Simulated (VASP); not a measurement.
Crystal: SnO.

```
CELL_PARAMETERS angstrom
3.13193 0.00000 0.00000
0.00000 3.13193 0.00000
0.00000 0.00000 3.13193
ATOMIC_POSITIONS crystal
Sn 0.00000 0.00000 0.00000
O 0.50000 0.50000 0.50000
```

Base run:

| Quantity | Value |
| --- | --- |
| Program | VASP 6.6.1 |
| Functional | PBE-based screened hybrid |
| Potentials or basis | VASP PAW PBE potentials, release 64 (Sn_d, O) |
| Cutoff | 520 eV |
| k mesh | 5 × 5 × 5 |
| Occupations | fermi-dirac, width 0.05 eV |
| Spin | no spin polarisation |

Its results: band gap on the k mesh 1.40 eV, indirect (least direct gap 1.93 eV); pressure -0.6 GPa.

The run is repeated on the same cell with these changes: functional from PBE-based screened hybrid to HSE06; screening parameter from 0.2 1/Å to 0.2079 1/Å. What comes out?

Band gap on the k mesh 1.96 eV, indirect (least direct gap 2.44 eV); pressure -3.7 GPa.

Caveats: the PAW data sets were made with another functional, which shifts forces and pressure a little; spin-orbit coupling is left out, which moves the levels of the heavy elements.

A k mesh can miss the band edges.
